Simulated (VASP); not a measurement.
# Ag (Cmcm) in VASP: single point with r2SCAN

Aim: the single point of Ag with r2SCAN.

Program: VASP 6.6.1. These are calculated values, not measurements. Logs are shortened: lines on timing, memory, paths and dates and some standing lists are left out, and cuts for length are marked.

## 1. The cell of the first run

The typed cell holds 2 atoms: a = 2.907 Å, b = 2.907 Å, c = 4.744 Å, α = 90.00°, β = 90.00°, γ = 120.07°.

This isn't the form of Ag at room conditions, which is fcc.

## 2. Single point, r2SCAN

Contents of POSCAR:

```
Ag
1.0
    1.4517328142     -2.5180911101      0.0000000000
    1.4517328142      2.5180911101      0.0000000000
    0.0000000000      0.0000000000      4.7439734098
Ag
2
Direct
    0.6663921588      0.3336078412      0.2500000000
    0.3336078412      0.6663921588      0.7500000000
```

Contents of INCAR.step1:

```
SYSTEM = Ag
ALGO = Normal ; EDIFF = 1E-4
ENCUT = 520 ; GGA = PE
ISMEAR = 0 ; LASPH = .TRUE.
LCHARG = .FALSE. ; LREAL = .FALSE.
LWAVE = .TRUE. ; NBANDS = 18
NELM = 60 ; PREC = Accurate
SIGMA = 0.1
```

Contents of INCAR.step2:

```
SYSTEM = Ag
ALGO = Normal ; EDIFF = 1E-6
ENCUT = 520 ; ISIF = 2
ISMEAR = 0 ; ISTART = 1
LASPH = .TRUE. ; LCHARG = .TRUE.
LELF = .TRUE. ; LMIXTAU = .TRUE.
LREAL = .FALSE. ; LVHAR = .TRUE.
LWAVE = .FALSE. ; METAGGA = R2SCAN
NBANDS = 18 ; NELM = 60
PREC = Accurate ; SIGMA = 0.1
```

Contents of KPOINTS:

```
k-points
0
G
  16 16 10
  0 0 0
```

Potentials or basis: VASP PAW PBE potentials, release 64 (Ag).

On the command line:

```
$ cat potpaw_PBE.64/Ag/POTCAR > POTCAR
$ cp INCAR.step1 INCAR
$ mpirun -np 1 vasp_std > vasp.out
$ cp INCAR.step2 INCAR
$ mpirun -np 1 vasp_std > vasp.out
```

OUTCAR:

```text
SYSTEM = Ag
   EDIFF = 1E-6
   ENCUT = 520
   ISIF = 2
   ISMEAR = 0
   ISTART = 1
   LASPH = .TRUE.
   LREAL = .FALSE.
   METAGGA = R2SCAN
   NELM = 60
   PREC = Accurate

 ion  position               nearest neighbor table
   1  0.666  0.334  0.250-   2 2.90   2 2.90   2 2.91   2 2.91   2 2.91   2 2.91
   2  0.334  0.666  0.750-   1 2.90   1 2.90   1 2.91   1 2.91   1 2.91   1 2.91

  LATTYP: Found a base centered orthorhombic cell.
 ALAT       =     2.9034656284
 B/A-ratio  =     1.7345417046
 C/A-ratio  =     1.6339003167

  Lattice vectors:

 A1 = (   1.4517328142,  -2.5180911101,   0.0000000000)
 A2 = (   1.4517328142,   2.5180911101,   0.0000000000)
 A3 = (   0.0000000000,   0.0000000000,   4.7439734098)

Analysis of symmetry for initial positions (statically):
=====================================================================
 Subroutine PRICEL returns:
 Original cell was already a primitive cell.

 Routine SETGRP: Setting up the symmetry group for a
 base centered orthorhombic supercell.

 Subroutine GETGRP returns: Found  8 space group operations
 (whereof  4 operations were pure point group operations)
 out of a pool of  8 trial point group operations.

The static configuration has the point symmetry C_2h.
 The point group associated with its full space group is D_2h.

Analysis of symmetry for dynamics (positions and initial velocities):
=====================================================================
 Subroutine PRICEL returns:
 Original cell was already a primitive cell.

 Routine SETGRP: Setting up the symmetry group for a
 base centered orthorhombic supercell.

 Subroutine GETGRP returns: Found  8 space group operations
 (whereof  4 operations were pure point group operations)
 out of a pool of  8 trial point group operations.

The dynamic configuration has the point symmetry C_2h.
 The point group associated with its full space group is D_2h.

 Subroutine INISYM returns: Found  8 space group operations
 (whereof  4 operations are pure point group operations),
 and found     1 'primitive' translations

----------------------------------------------------------------------------------------

                                     Primitive cell

  volume of cell :      34.6841

  direct lattice vectors                    reciprocal lattice vectors
     1.451732814 -2.518091110  0.000000000     0.344415994 -0.198563109  0.000000000
     1.451732814  2.518091110  0.000000000     0.344415994  0.198563109  0.000000000
     0.000000000  0.000000000  4.743973410     0.000000000  0.000000000  0.210793762

  length of vectors
     2.906597840  2.906597840  4.743973410     0.397554632  0.397554632  0.210793762

  position of ions in fractional coordinates (direct lattice)
     0.666392159  0.333607841  0.250000000
     0.333607841  0.666392159  0.750000000

  ion indices of the primitive-cell ions
   primitive index   ion index
                 1           1
                 2           2

----------------------------------------------------------------------------------------

 KPOINTS: k-points

Automatic generation of k-mesh.
 Grid dimensions read from file:
 generate k-points for:   16   16   10

 Generating k-lattice:

  Cartesian coordinates                     Fractional coordinates (reciprocal lattice)
     0.021526000 -0.012410194  0.000000000     0.062500000 -0.000000000  0.000000000
     0.021526000  0.012410194  0.000000000    -0.000000000  0.062500000  0.000000000
     0.000000000  0.000000000  0.021079376     0.000000000  0.000000000  0.100000000

  Length of vectors
     0.024847164  0.024847164  0.021079376

  Shift w.r.t. Gamma in fractional coordinates (k-lattice)
     0.000000000  0.000000000  0.000000000

 Subroutine IBZKPT returns following result:
 ===========================================

 Found    438 irreducible k-points:

 Following reciprocal coordinates:
            Coordinates               Weight
  0.000000  0.000000  0.000000      1.000000
  0.062500  0.000000  0.000000      4.000000
  0.125000  0.000000  0.000000      4.000000
  0.187500 -0.000000  0.000000      4.000000
  0.250000  0.000000  0.000000      4.000000
  0.312500  0.000000  0.000000      4.000000
[... 16 lines left out ...]
 -0.125000  0.062500  0.000000      4.000000
 -0.062500  0.062500  0.000000      2.000000
 [... further k-points ...]
   k-points           NKPTS =    438   k-points in BZ     NKDIM =    438   number of bands    NBANDS=     18
   number of dos      NEDOS =    301   number of ions     NIONS =      2
   total plane-waves  NPLWV =  20736
   dimension x,y,z NGX =    24 NGY =   24 NGZ =   36
   dimension x,y,z NGXF=    48 NGYF=   48 NGZF=   72
   ions per type =               2
   NGX,Y,Z   is equivalent  to a cutoff of  13.73, 13.73, 12.62 a.u.
   NGXF,Y,Z  is equivalent  to a cutoff of  27.45, 27.45, 25.23 a.u.
 SYSTEM =  Ag
   PREC   = accura    normal or accurate (medium, high low for compatibility)
   ISTART =      1    job   : 0-new  1-cont  2-samecut
   ICHARG =      0    charge: 1-file 2-atom 10-const
   ISPIN  =      1    spin polarized calculation?
   LNONCOLLINEAR =      F non collinear calculations
   LSORBIT =      F    spin-orbit coupling
   LASPH  =      T    aspherical Exc in radial PAW
   ENCUT  =  520.0 eV  38.22 Ry    6.18 a.u.   5.40  5.40  8.82*2*pi/ulx,y,z
   NELM   =     60;   NELMIN=  2; NELMDL=  0     # of ELM steps
   EDIFF  = 0.1E-05   stopping-criterion for ELM
   LREAL  =      F    real-space projection
   EDIFFG = 0.1E-04   stopping-criterion for IOM
   NSW    =      0    number of steps for IOM
   IBRION =     -1    ionic relax: 0-MD 1-quasi-New 2-CG
   NFREE  =      0    steps in history (QN), initial steepest desc. (CG)
   ISIF   =      2    stress and relaxation
   ISYM   =      2    0-nonsym 1-usesym 2-fastsym
   POTIM  = 0.5000    time-step for ionic-motion
   TEBEG  =    0.0;   TEEND  =   0.0 temperature during run
   PSTRESS=    0.0 pullay stress
   NELECT =      22.0000    total number of electrons
   NUPDOWN=      -1.0000    fix difference up-down
   EMIN   =  10.00;   EMAX   =-10.00  energy-range for DOS
   EFERMI =   0.00;   METHOD = LEGACY
   ISMEAR =     0;   SIGMA  =   0.10  broadening in eV -4-tet -1-fermi 0-gaus
   EFERMI_NEDOS =   21; number of points for ismear=-14 and -15
   IALGO  =     38    algorithm
   IMIX   =      4    mixing-type and parameters
     AMIX     =   0.40;   BMIX     =  1.00
     AMIX_MAG =   1.60;   BMIX_MAG =  1.00
  volume/ion in A,a.u.               =      17.34       117.03
  Fermi-wavevector in a.u.,A,eV,Ry     =   1.406605  2.658099 26.919652  1.978539
  Thomas-Fermi vector in A             =   2.528949
   LORBIT       =      0    0 simple, 1 ext, 2 COOP (PROOUT), +10 PAW based schemes
   METAGGA = R2SCAN    functional components
   LHFCALC =     F    Hartree Fock is set to
   AEXX    =    0.0000 exact exchange contribution
   IVDW    =     0    specifies the selected vdW correction
   LEPSILON=     F    determine dielectric tensor
   LRPA    =     F    only Hartree local field effects (RPA)
 non-spin polarized calculation
 Gauss-broadening in eV      SIGMA  =   0.10
  energy-cutoff  :      520.00
  volume of cell :       34.68
 maximum number of plane-waves:       966
 NGX is ok and might be reduce to    24
   NGX = 11   NGY = 11   NGZ = 17

 number of electron      22.0000007 magnetization

 Free energy of the ion-electron system (eV)
  ---------------------------------------------------
  ext. energy  EPLUGINS =         0.00000000
  ---------------------------------------------------
  free energy    TOTEN  =       -42.70688717 eV

  energy without entropy =      -42.70330081  energy(sigma->0) =      -42.70509399

 E-fermi :   8.1592     XC(G=0): -12.8461

 val. band max:        8.1581699565   @ k =   0.5000   0.0625   0.2000
 cond. band min:       8.1613588876   @ k =   0.5000   0.3750   0.3000
 fundamental gap:      0.0031889311
 Fermi energy:         8.1591931953

 k-point     1 :       0.0000    0.0000    0.0000
  band No.  band energies     occupation
      1       0.3722      2.00000
      2       1.5789      2.00000
      3       3.1209      2.00000
      4       3.2056      2.00000
      5       3.2198      2.00000
      6       3.4437      2.00000
[... 10 lines left out ...]
     17      26.9661      0.00000
     18      27.0123      0.00000

 k-point     2 :       0.0625    0.0000    0.0000
  band No.  band energies     occupation
      1       0.4829      2.00000
      2       1.6416      2.00000
      3       3.0475      2.00000
      4       3.2658      2.00000
      5       3.2868      2.00000
      6       3.4292      2.00000
[... 10 lines left out ...]
     17      26.5249      0.00000
     18      27.3586      0.00000

 k-point     3 :       0.1250    0.0000    0.0000
  band No.  band energies     occupation
      1       0.8015      2.00000
      2       1.8063      2.00000
      3       2.9277      2.00000
      4       3.3378      2.00000
      5       3.4341      2.00000
      6       3.4624      2.00000
[... 10 lines left out ...]
     17      26.7670      0.00000
     18      27.6676      0.00000

 k-point     4 :       0.1875   -0.0000    0.0000
  band No.  band energies     occupation
      1       1.2713      2.00000
      2       1.9845      2.00000
      3       2.8518      2.00000
      4       3.2208      2.00000
      5       3.2849      2.00000
      6       3.5415      2.00000
[... 375 lines left out ...]
      4       3.3188      2.00000
      5       3.3902      2.00000
      6       3.5173      2.00000
[... 10 lines left out ...]
     17      26.5851      0.00000
     18      26.8701      0.00000

 k-point    23 :      -0.1250    0.0625    0.0000
  band No.  band energies     occupation
      1       0.6977      2.00000
      2       1.7567      2.00000
      3       2.9510      2.00000
      4       3.3655      2.00000
      5       3.3839      2.00000
      6       3.3926      2.00000
[... 10 lines left out ...]
     17      26.7024      0.00000
     18      27.4881      0.00000

 k-point    24 :      -0.0625    0.0625    0.0000
  band No.  band energies     occupation
      1       0.4827      2.00000
      2       1.6414      2.00000
      3       3.0429      2.00000
      4       3.2770      2.00000
      5       3.2793      2.00000
      6       3.4235      2.00000
[... 10 lines left out ...]
     17      26.5249      0.00000
     18      27.3535      0.00000

 [... further k-points ...]

------------------------ aborting loop because EDIFF is reached ----------------------------------------

  FORCE on cell =-STRESS in cart. coord.  units (eV):
  Direction    XX          YY          ZZ          XY          YZ          ZX
  --------------------------------------------------------------------------------------
  -------------------------------------------------------------------------------------
  Total        0.0296295      0.0198279      0.0420173      0.0000000      0.0000000      0.0000000
  in kB        1.3686894      0.9159171      1.9409210      0.0000000      0.0000000      0.0000000
  external PRESSURE =       1.4085091 kB  Pullay stress =       0.0000000 kB

 VOLUME and BASIS-vectors are now :
 -----------------------------------------------------------------------------
  energy-cutoff  :      520.00
  volume of cell :       34.68
      direct lattice vectors                 reciprocal lattice vectors
     1.451732814 -2.518091110  0.000000000     0.344415994 -0.198563109  0.000000000
     1.451732814  2.518091110  0.000000000     0.344415994  0.198563109  0.000000000
     0.000000000  0.000000000  4.743973410     0.000000000  0.000000000  0.210793762

 POSITION                                       TOTAL-FORCE (eV/Angst)
 -----------------------------------------------------------------------------------
      1.45173     -0.83798      1.18599         0.000000     -0.000837     -0.000000
      1.45173      0.83798      3.55798         0.000000      0.000837      0.000000
 -----------------------------------------------------------------------------------
    total drift:                                0.000000     -0.000000     -0.000000

  FREE ENERGIE OF THE ION-ELECTRON SYSTEM (eV)
  ---------------------------------------------------
  free  energy   TOTEN  =       -42.7068871736 eV

  energy  without entropy=      -42.7033008129  energy(sigma->0) =      -42.70509399
```

Wall time 14 min (1 thread of Intel Xeon 8259CL, shared host); peak memory 0.34 GiB.

Results:

```yaml
Free_energy: -42.7069 eV
Pressure: 0.1 GPa
Band_gap_on_the_k_mesh: zero (bands 11 and 12 overlap by 7.46 eV)
```

Stress tensor (GPa, compression positive):
```
0.14 0.00 0.00
0.00 0.09 0.00
0.00 0.00 0.19
```

Caveat: the PAW data sets were made with another functional, which shifts forces and pressure a little.
